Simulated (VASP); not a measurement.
Wanted: the native input for a VASP 6.6.1 run.

```
Task                   : single point
Functional             : PBE
Potentials or basis    : VASP PAW PBE potentials, release 64 (Nb_sv, H)
Cutoff                 : 520 eV
k mesh                 : 4 × 4 × 4
Occupations            : gaussian, width 0.1 eV
Spin                   : no spin polarisation
Dipole correction      : no
Further INCAR settings : ALGO = Normal; EDIFF = 1e-06; NBANDS = 36
```

The structure of Nb2H lies in POSCAR:

```
Nb2H
1.0
    4.4605451400      0.0000000000      0.0000000000
    0.0000000000      4.4605451400      0.0000000000
    0.0000000000      0.0000000000      4.4605451400
Nb H
4 2
Direct
    0.2500000000      0.2500000000      0.7500000000
    0.7500000000      0.2500000000      0.2500000000
    0.2500000000      0.7500000000      0.2500000000
    0.7500000000      0.7500000000      0.7500000000
    0.5000000000      0.5000000000      0.5000000000
    0.0000000000      0.0000000000      0.0000000000
```

The cell was built from a structure type or drawn by symmetry, and may not be a known phase.

One way to write it, as run:

INCAR

```
  ALGO = Normal
  EDIFF = 1E-6
  ENCUT = 520
  GGA = PE
  ISIF = 2
  ISMEAR = 0
  LASPH = T
  LCHARG = F
  LREAL = F
  LWAVE = F
  NBANDS = 36
  NELM = 100
  PREC = Accurate
  SIGMA = 0.1
```

KPOINTS

```
k-points
0
Gamma
  4 4 4
```

Potentials or basis: VASP PAW PBE potentials, release 64 (Nb_sv, H).

Launch:

```console
$ cat potpaw_PBE.64/Nb_sv/POTCAR potpaw_PBE.64/H/POTCAR > POTCAR
$ mpirun -np 1 vasp_std > vasp.out
```

It gave:

The pressure is -11.4 GPa and the band gap on the k mesh is zero (bands 27 and 28 overlap by 1.16 eV).

Caveat: the cell stands under tension.

Wall time 55 s on 1 thread of Intel Xeon 8259CL, on a shared host, peak memory 0.21 GiB.
